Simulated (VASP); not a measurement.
Write the native input for VASP 6.6.1 that does the following.

| Item | Value |
| --- | --- |
| Task | single point |
| Functional | PBE |
| Potentials or basis | VASP PAW PBE potentials, release 64 (Eu, Ti_sv, Se) |
| Cutoff | 520 eV |
| k mesh | 6 × 6 × 4 |
| Occupations | gaussian, width 0.1 eV |
| Spin | collinear spin, ferromagnetic start |
| Starting moments | [7.0, 1.0, 0.0, 0.0] μB |
| Dipole correction | no |
| Further INCAR settings | ALGO = Normal; EDIFF = 1e-06; NBANDS = 32 |

The structure of EuTiSe2 lies in POSCAR:

```
EuTiSe2
1.0
    5.2435829379      0.0000000000      0.0000000000
   -2.6217914690      4.5410760311      0.0000000000
    0.0000000000      0.0000000000      5.7613035011
Eu Ti Se
1 1 2
Direct
    0.0000000000      0.0000000000      0.5000000000
    0.0000000000      0.0000000000      0.0000000000
    0.3333333333      0.6666666667      0.5000000000
    0.6666666667      0.3333333333      0.5000000000
```

The cell was generated, and may not be a known phase.

The input as run:

INCAR

```
  PREC = Accurate
  ENCUT = 520
  EDIFF = 1E-6
  ISMEAR = 0
  SIGMA = 0.1
  LREAL = F
  LASPH = T
  NELM = 150
  ALGO = Normal
  ISIF = 2
  LWAVE = F
  LCHARG = F
  ISPIN = 2
  MAGMOM = 7 1 0 0
  LORBIT = 11
  LMAXMIX = 6
  GGA = PE
  NBANDS = 32
```

KPOINTS

```
Automatic mesh
0
Gamma
  6 6 4
```

Potentials or basis: VASP PAW PBE potentials, release 64 (Eu, Ti_sv, Se).

Run with:

```console
$ cat potpaw_PBE.64/Eu/POTCAR potpaw_PBE.64/Ti_sv/POTCAR potpaw_PBE.64/Se/POTCAR > POTCAR
$ mpirun -np 1 vasp_std > vasp.out
```

Results of the run:

```json
{
  "Pressure": "-0.2 GPa",
  "Net moment": "9.72 μB per cell",
  "Site moments": "Eu +6.56; Ti +2.05; Se -0.05 μB",
  "Valence electrons inside the program's atomic spheres": "Eu 14.79; Ti 10.20; Se 3.76"
}
```

Caveat: a cell with one magnetic atom can't hold antiferromagnetic order, which such compounds often take.

Run time: 10 min on 1 thread of Intel(R) Xeon(R) Platinum 8259CL CPU @ 2.50GHz (Skylake/Cascade Lake), with other jobs on the host, peak memory 0.44 GiB.
